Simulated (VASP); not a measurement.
# Zr2O3 (Pn-3m) in VASP: notebook

Runs on Zr2O3. Level: PBE. Tasks: single point.

Everything below comes from runs of VASP 6.6.1. Logs are shortened: lines on timing, memory, paths and dates and some standing lists are left out, and cuts for length are marked.

## Step 1: The cell of the first run

It takes space group Pn-3m (No. 224, cubic). The conventional cell has a = 4.966 Å, b = 4.966 Å, c = 4.966 Å, α = 90.00°, β = 90.00°, γ = 90.00°. Zr (site symmetry -3m) has 6 O at 2.15 Å within 2.8 Å. O (site symmetry -42m) has 4 Zr at 2.15 Å and 4 O at 2.48 Å within 2.8 Å.

## Step 2: Single point, PBE

File INCAR:

```
SYSTEM = Zr2O3
PREC = Accurate
ENCUT = 520
EDIFF = 1E-7
ISMEAR = -1
SIGMA = 0.06122561905347299
LREAL = .False.
LASPH = .True.
NELM = 60
ALGO = Normal
ISIF = 2
LWAVE = .False.
LCHARG = .False.
GGA = PE
NBANDS = 53
```

File KPOINTS:

```
Automatic mesh
0
Gamma
  11 11 11
  0 0 0
```

File POSCAR:

```
Zr2O3
1.0
    4.9659413511      0.0000000000      0.0000000000
    0.0000000000      4.9659413511      0.0000000000
    0.0000000000      0.0000000000      4.9659413511
Zr O
4 6
Direct
    0.2500000000      0.2500000000      0.2500000000
    0.7500000000      0.7500000000      0.2500000000
    0.7500000000      0.2500000000      0.7500000000
    0.2500000000      0.7500000000      0.7500000000
    0.5000000000      0.0000000000      0.0000000000
    0.0000000000      0.5000000000      0.0000000000
    0.0000000000      0.0000000000      0.5000000000
    0.5000000000      0.5000000000      0.0000000000
    0.5000000000      0.0000000000      0.5000000000
    0.0000000000      0.5000000000      0.5000000000
```

Potentials or basis: VASP PAW PBE potentials, release 64 (Zr_sv, O).

Run with:

```sh
cat potpaw_PBE.64/Zr_sv/POTCAR potpaw_PBE.64/O/POTCAR > POTCAR
mpirun -np 1 vasp_std > vasp.out
```

OUTCAR:

```text
SYSTEM = Zr2O3
   PREC = Accurate
   ENCUT = 520
   EDIFF = 1E-7
   ISMEAR = -1
   LREAL = .False.
   LASPH = .True.
   NELM = 60
   ISIF = 2
   GGA = PE

 ion  position               nearest neighbor table
   1  0.250  0.250  0.250-   5 2.15   6 2.15   7 2.15   8 2.15   9 2.15  10 2.15   2 3.51   3 3.51
                             4 3.51   3 3.51   4 3.51   2 3.51   4 3.51   4 3.51   2 3.51   3 3.51
   2  0.750  0.750  0.250-   5 2.15   6 2.15   7 2.15   8 2.15   9 2.15  10 2.15   1 3.51   3 3.51
                             4 3.51   3 3.51   4 3.51   1 3.51   3 3.51   3 3.51   1 3.51   4 3.51
   3  0.750  0.250  0.750-   5 2.15   6 2.15   7 2.15   8 2.15   9 2.15  10 2.15   1 3.51   2 3.51
                             4 3.51   1 3.51   2 3.51   2 3.51   4 3.51   2 3.51   1 3.51   4 3.51
   4  0.250  0.750  0.750-   5 2.15   6 2.15   7 2.15   8 2.15   9 2.15  10 2.15   1 3.51   2 3.51
                             3 3.51   1 3.51   2 3.51   1 3.51   3 3.51   1 3.51   2 3.51   3 3.51
   5  0.500  0.000  0.000-   1 2.15   2 2.15   3 2.15   4 2.15
   6  0.000  0.500  0.000-   1 2.15   2 2.15   3 2.15   4 2.15
   7  0.000  0.000  0.500-   1 2.15   2 2.15   3 2.15   4 2.15
   8  0.500  0.500  0.000-   1 2.15   2 2.15   3 2.15   4 2.15
   9  0.500  0.000  0.500-   1 2.15   2 2.15   3 2.15   4 2.15
  10  0.000  0.500  0.500-   1 2.15   2 2.15   3 2.15   4 2.15

  LATTYP: Found a simple cubic cell.
 ALAT       =     4.9659413511

  Lattice vectors:

 A1 = (   4.9659413511,   0.0000000000,   0.0000000000)
 A2 = (   0.0000000000,   4.9659413511,   0.0000000000)
 A3 = (   0.0000000000,   0.0000000000,   4.9659413511)

Analysis of symmetry for initial positions (statically):
=====================================================================
 Subroutine PRICEL returns:
 Original cell was already a primitive cell.

 Routine SETGRP: Setting up the symmetry group for a
 simple cubic supercell.

 Subroutine GETGRP returns: Found 48 space group operations
 (whereof 24 operations were pure point group operations)
 out of a pool of 48 trial point group operations.

The static configuration has the point symmetry T_d .
 The point group associated with its full space group is O_h .

Analysis of symmetry for dynamics (positions and initial velocities):
=====================================================================
 Subroutine PRICEL returns:
 Original cell was already a primitive cell.

 Routine SETGRP: Setting up the symmetry group for a
 simple cubic supercell.

 Subroutine GETGRP returns: Found 48 space group operations
 (whereof 24 operations were pure point group operations)
 out of a pool of 48 trial point group operations.

The dynamic configuration has the point symmetry T_d .
 The point group associated with its full space group is O_h .

 Subroutine INISYM returns: Found 48 space group operations
 (whereof 24 operations are pure point group operations),
 and found     1 'primitive' translations

----------------------------------------------------------------------------------------

                                     Primitive cell

  volume of cell :     122.4630

  direct lattice vectors                    reciprocal lattice vectors
     4.965941351  0.000000000  0.000000000     0.201371690  0.000000000  0.000000000
     0.000000000  4.965941351  0.000000000     0.000000000  0.201371690  0.000000000
     0.000000000  0.000000000  4.965941351     0.000000000  0.000000000  0.201371690

  length of vectors
     4.965941351  4.965941351  4.965941351     0.201371690  0.201371690  0.201371690

  position of ions in fractional coordinates (direct lattice)
     0.250000000  0.250000000  0.250000000
     0.750000000  0.750000000  0.250000000
     0.750000000  0.250000000  0.750000000
     0.250000000  0.750000000  0.750000000
     0.500000000  0.000000000  0.000000000
     0.000000000  0.500000000  0.000000000
     0.000000000  0.000000000  0.500000000
     0.500000000  0.500000000  0.000000000
     0.500000000  0.000000000  0.500000000
     0.000000000  0.500000000  0.500000000

  ion indices of the primitive-cell ions
   primitive index   ion index
                 1           1
                 2           2
                 3           3
                 4           4
                 5           5
                 6           6
                 7           7
                 8           8
                 9           9
                10          10

----------------------------------------------------------------------------------------

 KPOINTS: Automatic mesh

Automatic generation of k-mesh.
 Grid dimensions read from file:
 generate k-points for:   11   11   11

 Generating k-lattice:

  Cartesian coordinates                     Fractional coordinates (reciprocal lattice)
     0.018306517  0.000000000  0.000000000     0.090909091  0.000000000  0.000000000
     0.000000000  0.018306517  0.000000000     0.000000000  0.090909091  0.000000000
     0.000000000  0.000000000  0.018306517     0.000000000  0.000000000  0.090909091

  Length of vectors
     0.018306517  0.018306517  0.018306517

  Shift w.r.t. Gamma in fractional coordinates (k-lattice)
     0.000000000  0.000000000  0.000000000

 Subroutine IBZKPT returns following result:
 ===========================================

 Found     56 irreducible k-points:

 Following reciprocal coordinates:
            Coordinates               Weight
  0.000000  0.000000  0.000000      1.000000
  0.090909  0.000000  0.000000      6.000000
  0.181818  0.000000  0.000000      6.000000
  0.272727  0.000000  0.000000      6.000000
  0.363636  0.000000  0.000000      6.000000
  0.454545  0.000000  0.000000      6.000000
[... 16 lines left out ...]
  0.181818  0.090909  0.090909     24.000000
  0.272727  0.090909  0.090909     24.000000
 [... further k-points ...]
   k-points           NKPTS =     56   k-points in BZ     NKDIM =     56   number of bands    NBANDS=     53
   number of dos      NEDOS =    301   number of ions     NIONS =     10
   total plane-waves  NPLWV =  64000
   dimension x,y,z NGX =    40 NGY =   40 NGZ =   40
   dimension x,y,z NGXF=    80 NGYF=   80 NGZF=   80
   ions per type =               4   6
   NGX,Y,Z   is equivalent  to a cutoff of  13.39, 13.39, 13.39 a.u.
   NGXF,Y,Z  is equivalent  to a cutoff of  26.78, 26.78, 26.78 a.u.
 SYSTEM =  Zr2O3
   PREC   = accura    normal or accurate (medium, high low for compatibility)
   ISTART =      0    job   : 0-new  1-cont  2-samecut
   ICHARG =      2    charge: 1-file 2-atom 10-const
   ISPIN  =      1    spin polarized calculation?
   LNONCOLLINEAR =      F non collinear calculations
   LSORBIT =      F    spin-orbit coupling
   LASPH  =      T    aspherical Exc in radial PAW
   ENCUT  =  520.0 eV  38.22 Ry    6.18 a.u.   9.23  9.23  9.23*2*pi/ulx,y,z
   NELM   =     60;   NELMIN=  2; NELMDL= -5     # of ELM steps
   EDIFF  = 0.1E-06   stopping-criterion for ELM
   LREAL  =      F    real-space projection
   EDIFFG = 0.1E-05   stopping-criterion for IOM
   NSW    =      0    number of steps for IOM
   IBRION =     -1    ionic relax: 0-MD 1-quasi-New 2-CG
   NFREE  =      0    steps in history (QN), initial steepest desc. (CG)
   ISIF   =      2    stress and relaxation
   ISYM   =      2    0-nonsym 1-usesym 2-fastsym
   POTIM  = 0.5000    time-step for ionic-motion
   TEBEG  =    0.0;   TEEND  =   0.0 temperature during run
   PSTRESS=    0.0 pullay stress
   NELECT =      84.0000    total number of electrons
   NUPDOWN=      -1.0000    fix difference up-down
   EMIN   =  10.00;   EMAX   =-10.00  energy-range for DOS
   EFERMI =   0.00;   METHOD = LEGACY
   ISMEAR =    -1;   SIGMA  =   0.06  broadening in eV -4-tet -1-fermi 0-gaus
   EFERMI_NEDOS =   21; number of points for ismear=-14 and -15
   IALGO  =     38    algorithm
   IMIX   =      4    mixing-type and parameters
     AMIX     =   0.40;   BMIX     =  1.00
     AMIX_MAG =   1.60;   BMIX_MAG =  1.00
  volume/ion in A,a.u.               =      12.25        82.64
  Fermi-wavevector in a.u.,A,eV,Ry     =   1.443776  2.728340 28.361178  2.084488
  Thomas-Fermi vector in A             =   2.562145
   LORBIT       =      0    0 simple, 1 ext, 2 COOP (PROOUT), +10 PAW based schemes
   GGA     = PE    functional components
   LHFCALC =     F    Hartree Fock is set to
   AEXX    =    0.0000 exact exchange contribution
   IVDW    =     0    specifies the selected vdW correction
   LEPSILON=     F    determine dielectric tensor
   LRPA    =     F    only Hartree local field effects (RPA)
 non-spin polarized calculation
  energy-cutoff  :      520.00
  volume of cell :      122.46
 maximum number of plane-waves:      3320
 NGX is ok and might be reduce to    40
   NGX = 19   NGY = 19   NGZ = 19

 number of electron      83.9999977 magnetization

 Free energy of the ion-electron system (eV)
  ---------------------------------------------------
  ext. energy  EPLUGINS =         0.00000000
  ---------------------------------------------------
  free energy    TOTEN  =       -93.23329795 eV

  energy without entropy =      -93.21925738  energy(sigma->0) =      -93.22627767

 E-fermi :  10.3537     XC(G=0): -11.6138

 val. band max:       10.3350440908   @ k =   0.0909   0.0909   0.0909
 cond. band min:      10.3737016824   @ k =   0.4545   0.3636   0.3636
 fundamental gap:      0.0386575916
 Fermi energy:        10.3536998242

 k-point     1 :       0.0000    0.0000    0.0000
  band No.  band energies     occupation
      1     -40.3137      2.00000
      2     -40.2285      2.00000
      3     -40.2285      2.00000
      4     -40.2285      2.00000
      5     -19.2718      2.00000
      6     -19.2718      2.00000
[... 45 lines left out ...]
     52      13.4422      0.00000
     53      13.4426      0.00000
[... 1286 lines left out ...]
     52      13.1999      0.00000
     53      14.1485      0.00000

 [... further k-points ...]

------------------------ aborting loop because EDIFF is reached ----------------------------------------

  FORCE on cell =-STRESS in cart. coord.  units (eV):
  Direction    XX          YY          ZZ          XY          YZ          ZX
  --------------------------------------------------------------------------------------
  -------------------------------------------------------------------------------------
  Total       10.8723316     10.8723316     10.8723316      0.0000000      0.0000000      0.0000000
  in kB      142.2422175    142.2422175    142.2422175      0.0000000      0.0000000      0.0000000
  external PRESSURE =     142.2422175 kB  Pullay stress =       0.0000000 kB

 VOLUME and BASIS-vectors are now :
 -----------------------------------------------------------------------------
  energy-cutoff  :      520.00
  volume of cell :      122.46
      direct lattice vectors                 reciprocal lattice vectors
     4.965941351  0.000000000  0.000000000     0.201371690  0.000000000  0.000000000
     0.000000000  4.965941351  0.000000000     0.000000000  0.201371690  0.000000000
     0.000000000  0.000000000  4.965941351     0.000000000  0.000000000  0.201371690

 POSITION                                       TOTAL-FORCE (eV/Angst)
 -----------------------------------------------------------------------------------
      1.24149      1.24149      1.24149        -0.000000      0.000000      0.000000
      3.72446      3.72446      1.24149         0.000000      0.000000     -0.000000
      3.72446      1.24149      3.72446         0.000000     -0.000000      0.000000
      1.24149      3.72446      3.72446        -0.000000      0.000000      0.000000
      2.48297      0.00000      0.00000        -0.000000     -0.000000     -0.000000
      0.00000      2.48297      0.00000         0.000000     -0.000000     -0.000000
      0.00000      0.00000      2.48297         0.000000      0.000000     -0.000000
      2.48297      2.48297      0.00000        -0.000000     -0.000000     -0.000000
      2.48297      0.00000      2.48297        -0.000000     -0.000000     -0.000000
      0.00000      2.48297      2.48297         0.000000     -0.000000     -0.000000
 -----------------------------------------------------------------------------------
    total drift:                               -0.000000      0.000000     -0.000000

  FREE ENERGIE OF THE ION-ELECTRON SYSTEM (eV)
  ---------------------------------------------------
  free  energy   TOTEN  =       -93.2332979507 eV

  energy  without entropy=      -93.2192573806  energy(sigma->0) =      -93.22627767
```

Wall time 5.3 min (1 thread of Intel Xeon Platinum 8124M at 3.00GHz (Skylake/Cascade Lake), shared host); peak memory 0.4 GiB.

What came out:

* Free energy: -93.2333 eV
* Pressure: 14.2 GPa
* Band gap on the k mesh: zero (bands 42 and 43 overlap by 0.46 eV)

Levels at points of the mesh, in eV from the Fermi level:
```csv
k point,band 39,band 40,band 41,band 42,band 43,band 44,band 45,band 46
"(0.00, 0.00, 0.00)",-3.64,-3.64,-3.64,-0.18,-0.18,-0.18,0.65,0.65
```

Caveat: the cell stands under pressure.

(Continued in part 2 of 3.)

The gap in the log of VASP goes by the Fermi energy; the results here count the filled bands.